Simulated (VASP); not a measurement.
Input of a VASP 6.6.1 run:

The input INCAR:

```
  ALGO = Normal
  EDIFF = 1E-6
  ENCUT = 520
  GGA = PE
  ISIF = 2
  ISMEAR = 0
  LASPH = T
  LCHARG = T
  LELF = T
  LREAL = F
  LVHAR = T
  LWAVE = F
  NBANDS = 15
  NELM = 100
  PREC = Accurate
  SIGMA = 0.02
```

KPOINTS

```
k-points
0
Gamma
  18 18 18
```

POSCAR

```
TaN
1.0
    0.0000000000      2.0155750000      2.1790000000
    2.3424250000      0.0000000000      2.1790000000
    2.3424250000      2.0155750000      0.0000000000
Ta N
1 1
Direct
    0.5000000000      0.5000000000      0.5000000000
    0.0000000000      0.0000000000      0.0000000000
```

Potentials or basis: VASP PAW PBE potentials, release 64 (Ta_pv, N).

Command:

```sh
$ cat potpaw_PBE.64/Ta_pv/POTCAR potpaw_PBE.64/N/POTCAR > POTCAR
$ mpirun -np 1 vasp_std > vasp.out
```

Problem. What does it give for the pressure?

Solution. 33.7 GPa.

Problem. Estimate the band gap on the k mesh.

Solution. Zero (band 8 reaches 11.49 eV, above the bottom of band 9 at 7.73 eV).

Stress tensor (GPa, compression positive):
```
-5.13  0.00  0.00
 0.00 91.27  0.00
 0.00  0.00 14.97
```

Caveat: the cell differs from its parent crystal (strain +0.0750 x Voigt [1, -1, 0, 0, 0, 0]); spin-orbit coupling is left out, which moves the levels of the heavy elements.
